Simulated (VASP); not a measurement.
The system is ZrC.

```xyz
4
Lattice="3.3303 0.0000 0.0000 -1.6651 2.8841 0.0000 0.0000 0.0000 5.4359" Properties=species:S:1:pos:R:3 pbc="T T T"
Zr    0.0000    0.0000    0.0000
Zr    0.0000    0.0000    2.7180
C     0.0000    1.9227    1.3590
C     1.6651    0.9614    4.0769
```

- Program: VASP 6.6.1
- Task: relaxation of cell and atoms
- Functional: PBE
- Potentials or basis: VASP PAW PBE potentials, release 64 (Zr_sv, C)
- Cutoff: 600 eV
- k mesh: 12 × 12 × 9
- Occupations: gaussian, width 0.1 eV
- Spin: no spin polarisation

At the start: pressure 14.0 GPa; volume 13.05 Å³/atom.

Problem. How do energy, volume and symmetry change on relaxing?

Solution. Over 9 steps the energy falls by 118.3 meV/atom and the volume is 13.80 Å³/atom (+5.7 %); space group P6_3/mmc (No. 194, to 0.1 Å) before and after.

The path:
```
step  energy change (eV)  largest force (eV/Å)  pressure (GPa)  volume (Å³)
   1              0.0000                0.0000           14.03        52.21
   2              0.0646                0.0000          -16.93        60.91
   3             -0.4560                0.0000           -3.57        56.34
   4             -0.4567                0.0000           -3.03        56.19
   5             -0.4640                0.0000            2.23        54.54
   6             -0.4730                0.0000           -0.10        55.24
   7             -0.4730                0.0000           -0.04        55.22
   8             -0.4730                0.0000            0.13        55.18
   9             -0.4730                0.0000            0.06        55.19
```

Final structure:
```
Zr C
1.0
     3.30162    0.00000    0.00000
    -1.65081    2.85929    0.00000
     0.00000    0.00000    5.84657
Zr C
2 2
Direct
  0.00000 0.00000 0.00000
  0.00000 0.00000 0.50000
  0.33333 0.66667 0.25000
  0.66667 0.33333 0.75000
```
